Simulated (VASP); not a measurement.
# Au (I4/mmm) in VASP: further runs, part 2 of 2

VASP 6.6.1. The steps go on from the part before.

## Step 4: Single point, PBEsol (strain +0.025 along x and y, +0.000 along z)

The input, INCAR:

```
SYSTEM = Au
PREC = Accurate ; ENCUT = 520
EDIFF = 1E-6 ; ISMEAR = 0
SIGMA = 0.15 ; LREAL = .False.
LASPH = .True. ; NELM = 80
ALGO = Fast ; ISIF = 2
LWAVE = .False. ; LCHARG = .False.
GGA = PS ; NBANDS = 12
```

The input, KPOINTS:

```
Automatic mesh
0
Gamma
  26 26 26
  0 0 0
```

The input, POSCAR:

```
Au
1.0
   -1.6616002293      1.6616002293      1.6210733944
    1.6616002293     -1.6616002293      1.6210733944
    1.6616002293      1.6616002293     -1.6210733944
Au
1
Direct
    0.0000000000      0.0000000000      0.0000000000
```

Potentials or basis: VASP PAW PBE potentials, release 64 (Au).

Run with:

```sh
$ cat potpaw_PBE.64/Au/POTCAR > POTCAR
$ mpirun -np 1 vasp_std > vasp.out
```

OUTCAR:

```text
SYSTEM = Au
   PREC = Accurate
   ENCUT = 520
   EDIFF = 1E-6
   ISMEAR = 0
   LREAL = .False.
   LASPH = .True.
   NELM = 80
   ISIF = 2
   GGA = PS

 ion  position               nearest neighbor table
   1  0.000  0.000  0.000-

  LATTYP: Found a body centered tetragonal cell.
 ALAT       =     3.3232004586
 C/A-ratio  =     0.9756097561

  Lattice vectors:

 A1 = (  -1.6616002293,   1.6616002293,   1.6210733944)
 A2 = (   1.6616002293,  -1.6616002293,   1.6210733944)
 A3 = (   1.6616002293,   1.6616002293,  -1.6210733944)

Analysis of symmetry for initial positions (statically):
=====================================================================
 Subroutine PRICEL returns:
 Original cell was already a primitive cell.

 Routine SETGRP: Setting up the symmetry group for a
 body centered tetragonal supercell.

 Subroutine GETGRP returns: Found 16 space group operations
 (whereof 16 operations were pure point group operations)
 out of a pool of 16 trial point group operations.

The static configuration has the point symmetry D_4h.

Analysis of symmetry for dynamics (positions and initial velocities):
=====================================================================
 Subroutine PRICEL returns:
 Original cell was already a primitive cell.

 Routine SETGRP: Setting up the symmetry group for a
 body centered tetragonal supercell.

 Subroutine GETGRP returns: Found 16 space group operations
 (whereof 16 operations were pure point group operations)
 out of a pool of 16 trial point group operations.

The dynamic configuration has the point symmetry D_4h.

 Subroutine INISYM returns: Found 16 space group operations
 (whereof 16 operations are pure point group operations),
 and found     1 'primitive' translations

----------------------------------------------------------------------------------------

                                     Primitive cell

  volume of cell :      17.9026

  direct lattice vectors                    reciprocal lattice vectors
    -1.661600229  1.661600229  1.621073394     0.000000000  0.300914739  0.308437608
     1.661600229 -1.661600229  1.621073394     0.300914739  0.000000000  0.308437608
     1.661600229  1.661600229 -1.621073394     0.300914739  0.300914739  0.000000000

  length of vectors
     2.854769622  2.854769622  2.854769622     0.430910012  0.430910012  0.425557706

  position of ions in fractional coordinates (direct lattice)
     0.000000000  0.000000000  0.000000000

  ion indices of the primitive-cell ions
   primitive index   ion index
                 1           1

----------------------------------------------------------------------------------------

 KPOINTS: Automatic mesh

Automatic generation of k-mesh.
 Grid dimensions read from file:
 generate k-points for:   26   26   26

 Generating k-lattice:

  Cartesian coordinates                     Fractional coordinates (reciprocal lattice)
     0.000000000  0.011573644  0.011862985     0.038461538  0.000000000  0.000000000
     0.011573644  0.000000000  0.011862985     0.000000000  0.038461538  0.000000000
     0.011573644  0.011573644  0.000000000     0.000000000  0.000000000  0.038461538

  Length of vectors
     0.016573462  0.016573462  0.016367604

  Shift w.r.t. Gamma in fractional coordinates (k-lattice)
     0.000000000  0.000000000  0.000000000

 Subroutine IBZKPT returns following result:
 ===========================================

 Found   1330 irreducible k-points:

 Following reciprocal coordinates:
            Coordinates               Weight
  0.000000  0.000000  0.000000      1.000000
  0.038462  0.000000  0.000000      8.000000
  0.076923  0.000000  0.000000      8.000000
  0.115385 -0.000000  0.000000      8.000000
  0.153846  0.000000  0.000000      8.000000
  0.192308 -0.000000  0.000000      8.000000
[... 16 lines left out ...]
  0.346154  0.038462  0.000000     16.000000
  0.384615  0.038462  0.000000     16.000000
 [... further k-points ...]
   k-points           NKPTS =   1330   k-points in BZ     NKDIM =   1330   number of bands    NBANDS=     12
   number of dos      NEDOS =    301   number of ions     NIONS =      1
   total plane-waves  NPLWV =  13824
   dimension x,y,z NGX =    24 NGY =   24 NGZ =   24
   dimension x,y,z NGXF=    48 NGYF=   48 NGZF=   48
   ions per type =               1
   NGX,Y,Z   is equivalent  to a cutoff of  13.98, 13.98, 13.98 a.u.
   NGXF,Y,Z  is equivalent  to a cutoff of  27.95, 27.95, 27.95 a.u.
 SYSTEM =  Au
   PREC   = accura    normal or accurate (medium, high low for compatibility)
   ISTART =      0    job   : 0-new  1-cont  2-samecut
   ICHARG =      2    charge: 1-file 2-atom 10-const
   ISPIN  =      1    spin polarized calculation?
   LNONCOLLINEAR =      F non collinear calculations
   LSORBIT =      F    spin-orbit coupling
   LASPH  =      T    aspherical Exc in radial PAW
   ENCUT  =  520.0 eV  38.22 Ry    6.18 a.u.   5.31  5.31  5.31*2*pi/ulx,y,z
   NELM   =     80;   NELMIN=  2; NELMDL= -5     # of ELM steps
   EDIFF  = 0.1E-05   stopping-criterion for ELM
   LREAL  =      F    real-space projection
   EDIFFG = 0.1E-04   stopping-criterion for IOM
   NSW    =      0    number of steps for IOM
   IBRION =     -1    ionic relax: 0-MD 1-quasi-New 2-CG
   NFREE  =      0    steps in history (QN), initial steepest desc. (CG)
   ISIF   =      2    stress and relaxation
   ISYM   =      2    0-nonsym 1-usesym 2-fastsym
   POTIM  = 0.5000    time-step for ionic-motion
   TEBEG  =    0.0;   TEEND  =   0.0 temperature during run
   PSTRESS=    0.0 pullay stress
   NELECT =      11.0000    total number of electrons
   NUPDOWN=      -1.0000    fix difference up-down
   EMIN   =  10.00;   EMAX   =-10.00  energy-range for DOS
   EFERMI =   0.00;   METHOD = LEGACY
   ISMEAR =     0;   SIGMA  =   0.15  broadening in eV -4-tet -1-fermi 0-gaus
   EFERMI_NEDOS =   21; number of points for ismear=-14 and -15
   IALGO  =     68    algorithm
   IMIX   =      4    mixing-type and parameters
     AMIX     =   0.40;   BMIX     =  1.00
     AMIX_MAG =   1.60;   BMIX_MAG =  1.00
  volume/ion in A,a.u.               =      17.90       120.81
  Fermi-wavevector in a.u.,A,eV,Ry     =   1.391769  2.630062 26.354768  1.937021
  Thomas-Fermi vector in A             =   2.515576
   LORBIT       =      0    0 simple, 1 ext, 2 COOP (PROOUT), +10 PAW based schemes
   GGA     = PS    functional components
   LHFCALC =     F    Hartree Fock is set to
   AEXX    =    0.0000 exact exchange contribution
   IVDW    =     0    specifies the selected vdW correction
   LEPSILON=     F    determine dielectric tensor
   LRPA    =     F    only Hartree local field effects (RPA)
 non-spin polarized calculation
 RMM-DIIS sequential band-by-band and
 Gauss-broadening in eV      SIGMA  =   0.15
  energy-cutoff  :      520.00
  volume of cell :       17.90
 maximum number of plane-waves:       496
 NGX is ok and might be reduce to    24
   NGX = 11   NGY = 11   NGZ = 11

 number of electron      11.0000000 magnetization

 Free energy of the ion-electron system (eV)
  ---------------------------------------------------
  ext. energy  EPLUGINS =         0.00000000
  ---------------------------------------------------
  free energy    TOTEN  =        -3.88369620 eV

  energy without entropy =       -3.88095280  energy(sigma->0) =       -3.88232450

 E-fermi :   8.4712     XC(G=0): -12.5966

 val. band max:        8.4686847275   @ k =   0.5000   0.0769   0.0000
 cond. band min:       8.4734324822   @ k =   0.5000   0.3846   0.0385
 fundamental gap:      0.0047477547
 Fermi energy:         8.4712162922

 k-point     1 :       0.0000    0.0000    0.0000
  band No.  band energies     occupation
      1      -0.9205      2.00000
      2       3.7854      2.00000
      3       3.9389      2.00000
      4       3.9389      2.00000
      5       5.5919      2.00000
      6       5.7728      2.00000
      7      24.8155      0.00000
      8      24.8155      0.00000
      9      25.2546      0.00000
     10      31.6506      0.00000
     11      31.6507      0.00000
     12      32.4343      0.00000
[... 331 lines left out ...]
 k-point    24 :       0.3846    0.0385    0.0000
  band No.  band energies     occupation
      1       1.7089      2.00000
      2       2.9131      2.00000
      3       5.4298      2.00000
      4       5.8591      2.00000
      5       6.2457      2.00000
      6       7.0305      2.00000
      7      14.0784      0.00000
      8      21.0642      0.00000
      9      22.4313      0.00000
     10      29.1174      0.00000
     11      29.4835      0.00000
     12      31.7118      0.00000

 [... further k-points ...]

------------------------ aborting loop because EDIFF is reached ----------------------------------------

  FORCE on cell =-STRESS in cart. coord.  units (eV):
  Direction    XX          YY          ZZ          XY          YZ          ZX
  --------------------------------------------------------------------------------------
  -------------------------------------------------------------------------------------
  Total       -0.8245560     -0.8245560     -0.8472370      0.0000000      0.0000000      0.0000000
  in kB      -73.7929708    -73.7929708    -75.8227822      0.0000000      0.0000000      0.0000000
  external PRESSURE =     -74.4695746 kB  Pullay stress =       0.0000000 kB

 VOLUME and BASIS-vectors are now :
 -----------------------------------------------------------------------------
  energy-cutoff  :      520.00
  volume of cell :       17.90
      direct lattice vectors                 reciprocal lattice vectors
    -1.661600229  1.661600229  1.621073394     0.000000000  0.300914739  0.308437608
     1.661600229 -1.661600229  1.621073394     0.300914739  0.000000000  0.308437608
     1.661600229  1.661600229 -1.621073394     0.300914739  0.300914739  0.000000000

 POSITION                                       TOTAL-FORCE (eV/Angst)
 -----------------------------------------------------------------------------------
      0.00000      0.00000      0.00000        -0.000000     -0.000000      0.000000
 -----------------------------------------------------------------------------------
    total drift:                                0.000000      0.000000     -0.000000

  FREE ENERGIE OF THE ION-ELECTRON SYSTEM (eV)
  ---------------------------------------------------
  free  energy   TOTEN  =        -3.8836961968 eV

  energy  without entropy=       -3.8809528032  energy(sigma->0) =       -3.88232450
```

It took 96 s on 1 thread of Intel Xeon 6975P-C (Granite Rapids), shared host; peak memory 0.37 GiB.

Results:

* Free energy: -3.8837 eV
* Pressure: -7.4 GPa

Levels at points of the mesh, in eV from the Fermi level:
```
           k point  band 4  band 5  band 6  band 7  band 8  band 9
(0.00, 0.00, 0.00)   -4.53   -2.88   -2.70   16.34   16.34   16.78
(0.50, 0.00, 0.00)   -2.55   -1.36   -0.43    3.35   12.21   13.36
(0.50, 0.50, 0.00)   -2.65   -1.39   -0.57    3.16   12.56   13.92
(0.50, 0.50, 0.50)   -1.74   -1.69    5.98    5.98    6.68    9.10
```

Caveat: the cell differs from its parent crystal (strain +0.025 along x and y, +0.000 along z); the PAW data sets were made with another functional, which shifts forces and pressure a little; spin-orbit coupling is left out, which moves the levels of the heavy elements.

## Step 5: Single point, PBEsol (strain +0.050 along x and y, +0.000 along z)

The input, INCAR:

```
SYSTEM = Au
PREC = Accurate
ENCUT = 520
EDIFF = 1E-6
ISMEAR = 0
SIGMA = 0.15
LREAL = .False.
LASPH = .True.
NELM = 60
ALGO = Fast
ISIF = 2
LWAVE = .False.
LCHARG = .True.
GGA = PS
LELF = .True.
LVHAR = .True.
NBANDS = 12
```

The input, KPOINTS:

```
regular mesh
0
Gamma
  26 26 26
  0 0 0
```

The input, POSCAR:

```
Au
1.0
   -1.7021270641      1.7021270641      1.6210733944
    1.7021270641     -1.7021270641      1.6210733944
    1.7021270641      1.7021270641     -1.6210733944
Au
1
Direct
    0.0000000000      0.0000000000      0.0000000000
```

Potentials or basis: VASP PAW PBE potentials, release 64 (Au).

Run with:

```sh
$ cat potpaw_PBE.64/Au/POTCAR > POTCAR
$ mpirun -np 1 vasp_std > vasp.out
```

OUTCAR:

```text
SYSTEM = Au
   PREC = Accurate
   ENCUT = 520
   EDIFF = 1E-6
   ISMEAR = 0
   LREAL = .False.
   LASPH = .True.
   NELM = 60
   ISIF = 2
   GGA = PS

 ion  position               nearest neighbor table
   1  0.000  0.000  0.000-

  LATTYP: Found a body centered tetragonal cell.
 ALAT       =     3.4042541282
 C/A-ratio  =     0.9523809524

  Lattice vectors:

 A1 = (  -1.7021270641,   1.7021270641,   1.6210733944)
 A2 = (   1.7021270641,  -1.7021270641,   1.6210733944)
 A3 = (   1.7021270641,   1.7021270641,  -1.6210733944)

Analysis of symmetry for initial positions (statically):
=====================================================================
 Subroutine PRICEL returns:
 Original cell was already a primitive cell.

 Routine SETGRP: Setting up the symmetry group for a
 body centered tetragonal supercell.

 Subroutine GETGRP returns: Found 16 space group operations
 (whereof 16 operations were pure point group operations)
 out of a pool of 16 trial point group operations.

The static configuration has the point symmetry D_4h.

Analysis of symmetry for dynamics (positions and initial velocities):
[... 172 lines left out ...]
      5       4.8678      2.00000
      6       5.2033      2.00000
      7      23.8935      0.00000
      8      23.8935      0.00000
      9      24.7648      0.00000
     10      29.8951      0.00000
     11      29.8951      0.00000
     12      31.2845      0.00000
[... 331 lines left out ...]
 k-point    24 :       0.3846    0.0385    0.0000
  band No.  band energies     occupation
      1       1.3800      2.00000
      2       2.4525      2.00000
      3       4.8278      2.00000
      4       5.2944      2.00000
      5       5.6406      2.00000
      6       6.3560      2.00000
      7      13.1569      0.00000
      8      20.1343      0.00000
      9      21.1575      0.00000
     10      27.5707      0.00000
     11      28.0824      0.00000
     12      30.5310      0.00000

 [... further k-points ...]

------------------------ aborting loop because EDIFF is reached ----------------------------------------

  FORCE on cell =-STRESS in cart. coord.  units (eV):
  Direction    XX          YY          ZZ          XY          YZ          ZX
  --------------------------------------------------------------------------------------
  -------------------------------------------------------------------------------------
  Total       -1.4648958     -1.4648958     -1.5374004      0.0000000      0.0000000      0.0000000
  in kB     -124.9311338   -124.9311338   -131.1145663      0.0000000      0.0000000      0.0000000
  external PRESSURE =    -126.9922780 kB  Pullay stress =       0.0000000 kB

 VOLUME and BASIS-vectors are now :
 -----------------------------------------------------------------------------
  energy-cutoff  :      520.00
  volume of cell :       18.79
      direct lattice vectors                 reciprocal lattice vectors
    -1.702127064  1.702127064  1.621073394     0.000000000  0.293750103  0.308437608
     1.702127064 -1.702127064  1.621073394     0.293750103  0.000000000  0.308437608
     1.702127064  1.702127064 -1.621073394     0.293750103  0.293750103  0.000000000

 POSITION                                       TOTAL-FORCE (eV/Angst)
 -----------------------------------------------------------------------------------
      0.00000      0.00000      0.00000         0.000000      0.000000      0.000000
 -----------------------------------------------------------------------------------
    total drift:                                0.000000      0.000000     -0.000000

  FREE ENERGIE OF THE ION-ELECTRON SYSTEM (eV)
  ---------------------------------------------------
  free  energy   TOTEN  =        -3.8283528335 eV

  energy  without entropy=       -3.8251109846  energy(sigma->0) =       -3.82673191
```

OSZICAR:

```text
N       E                     dE             d eps       ncg     rms          rms(c)
DAV:   1     0.478880480865E+02    0.47888E+02   -0.54973E+03 33288   0.806E+02
DAV:   2    -0.346951196179E+01   -0.51358E+02   -0.48264E+02 37696   0.181E+02
DAV:   3    -0.416824783571E+01   -0.69874E+00   -0.69804E+00 37816   0.205E+01
DAV:   4    -0.417063219617E+01   -0.23844E-02   -0.23843E-02 36332   0.139E+00
DAV:   5    -0.417065074751E+01   -0.18551E-04   -0.18551E-04 37804   0.118E-01    0.695E+00
RMM:   6    -0.384574820612E+01    0.32490E+00   -0.42483E-01 31960   0.531E+00    0.452E+00
RMM:   7    -0.383079465086E+01    0.14954E-01   -0.30760E-02 33936   0.163E+00    0.257E+00
RMM:   8    -0.382843782583E+01    0.23568E-02   -0.27961E-03 35285   0.456E-01    0.409E-01
RMM:   9    -0.382835035701E+01    0.87469E-04   -0.50428E-04 36891   0.187E-01    0.952E-02
RMM:  10    -0.382835353464E+01   -0.31776E-05   -0.67234E-05 36831   0.624E-02    0.566E-02
RMM:  11    -0.382835278542E+01    0.74922E-06   -0.10805E-05 35711   0.236E-02    0.109E-02
RMM:  12    -0.382835283345E+01   -0.48032E-07   -0.14680E-06 28668   0.797E-03
   1 F= -.38283528E+01 E0= -.38267319E+01  d E =-.324185E-02
```

stdout:

```text
POSCAR found type information on POSCAR Au
 POSCAR found :  1 types and       1 ions
 scaLAPACK will be used
 -----------------------------------------------------------------------------
|                                                                             |
|                                                                             |
|     You enforced a specific xc type in the INCAR file but a different       |
|     I HOPE YOU KNOW WHAT YOU ARE DOING!                                     |
|                                                                             |
 -----------------------------------------------------------------------------

 LDA part: xc-table for (Slater+PW92), standard interpolation
 POSCAR, INCAR and KPOINTS ok, starting setup
 FFT: planning ... GRIDC
 FFT: planning ... GRID_SOFT
 FFT: planning ... GRID
 WAVECAR not read
 entering main loop
```

Wall time 2.2 min (1 thread of Intel Xeon 6975P-C (Granite Rapids), shared host); peak memory 0.39 GiB.

Results:

| Item | Value |
| --- | --- |
| Free energy | -3.8284 eV |
| Pressure | -12.7 GPa |

Levels at points of the mesh, in eV from the Fermi level:
| k point | band 4 | band 5 | band 6 | band 7 | band 8 | band 9 |
| --- | --- | --- | --- | --- | --- | --- |
| (0.00, 0.00, 0.00) | -4.25 | -2.88 | -2.54 | 16.15 | 16.15 | 17.02 |
| (0.50, 0.00, 0.00) | -2.40 | -1.39 | -0.20 | 3.14 | 12.02 | 12.85 |
| (0.50, 0.50, 0.00) | -2.63 | -1.44 | -0.46 | 2.76 | 12.74 | 13.92 |
| (0.50, 0.50, 0.50) | -1.75 | -1.66 | 5.70 | 5.70 | 7.06 | 8.47 |

Caveat: the cell differs from its parent crystal (strain +0.050 along x and y, +0.000 along z); the PAW data sets were made with another functional, which shifts forces and pressure a little; spin-orbit coupling is left out, which moves the levels of the heavy elements.

## Step 6: Summary

| cell | gap on the mesh (eV) | pressure (GPa) |
| --- | --- | --- |
| a = 2.832 Å, angles 108.1, 108.1, 112.1°, 1 atom | none | -3.9 |
| a = 2.855 Å, angles 110.8, 110.8, 106.8°, 1 atom | none | -7.4 |
| a = 2.855 Å, angles 108.8, 108.8, 110.8°, 1 atom | none | -7.4 |
| a = 2.902 Å, angles 108.2, 108.2, 112.1°, 1 atom | none | -12.7 |

Alike in all rows: task single point; level PBEsol; potentials or basis VASP PAW PBE potentials, release 64 (Au); no spin polarisation; k mesh 26 × 26 × 26; cutoff (eV) 520; smearing gaussian 0.15 eV.

Caveats: the PAW data sets were made with another functional, which shifts forces and pressure a little; spin-orbit coupling is left out, which moves the levels of the heavy elements.

Total energies depend on the potentials used, so only differences within one code and one set of settings carry meaning.
